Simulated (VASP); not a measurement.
## HfSiO4: single point with r2SCAN

The system is HfSiO4.

```
Hf Si O
1.0
    -3.29103    3.29103    2.98538
     3.29103   -3.29103    2.98538
     3.29103    3.29103   -2.98538
Hf Si O
2 2 8
Direct
  0.75000 0.25000 0.50000
  0.00000 0.00000 0.00000
  0.25000 0.75000 0.50000
  0.50000 0.50000 0.00000
  0.13525 0.31986 0.81539
  0.06986 0.75447 0.68461
  0.50447 0.31986 0.18461
  0.06986 0.38525 0.31539
  0.61475 0.93014 0.68461
  0.68014 0.86475 0.18461
  0.24553 0.93014 0.31539
  0.68014 0.49553 0.81539
```

```json
{"Program": "VASP 6.6.1", "Task": "single point", "Functional": "r2SCAN", "Potentials or basis": "VASP PAW PBE potentials, release 64 (Hf_pv, Si, O)", "Cutoff": "520 eV", "k mesh": "4 × 4 × 4", "Occupations": "gaussian, width 0.01 eV", "Spin": "no spin polarisation", "Dipole correction": "no", "Further INCAR settings": "ALGO = Normal; EDIFF = 1e-07; NBANDS = 50"}
```

```json
{
 "Pressure": "-1.8 GPa",
 "Largest force": "0.220 eV/Å",
 "Band gap on the k mesh": "5.96 eV, indirect (least direct gap 6.31 eV)"
}
```

Forces in eV/Å, atoms in the order of the input:
```
Hf   0.000  0.000  0.000
Hf   0.000  0.000  0.000
Si   0.000  0.000  0.000
Si   0.000  0.000  0.000
O    0.000 -0.156 -0.154
O    0.156  0.000 -0.154
O    0.000  0.156 -0.154
O   -0.156  0.000 -0.154
O    0.000  0.156  0.154
O    0.156  0.000  0.154
O    0.000 -0.156  0.154
O   -0.156  0.000  0.154
```

Stress tensor (GPa, compression positive):
```
-1.99  0.00  0.00
 0.00 -1.99  0.00
 0.00  0.00 -1.30
```

Levels at points of the mesh, in eV from the valence-band top:
```tsv
k point	band 36	band 37	band 38	band 39	band 40	band 41
(0.00, 0.00, 0.00)	-0.60	-0.58	0.00	6.31	6.59	6.77
(0.50, 0.00, 0.00)	-0.85	-0.27	-0.20	6.20	6.36	7.12
(0.50, 0.50, 0.00)	-0.94	-0.62	-0.62	5.97	5.97	7.08
(0.50, 0.50, 0.50)	-1.13	-0.91	-0.91	6.78	6.78	7.21
```

It took 6.5 min on 1 thread of Intel Xeon 6975P-C, with other jobs on the host, peak memory 0.32 GiB.

Caveat: the PAW data sets were made with another functional, which shifts forces and pressure a little; spin-orbit coupling is left out, which moves the levels of the heavy elements. r2SCAN opens gaps a little over a GGA but as a rule still falls short of measured ones.
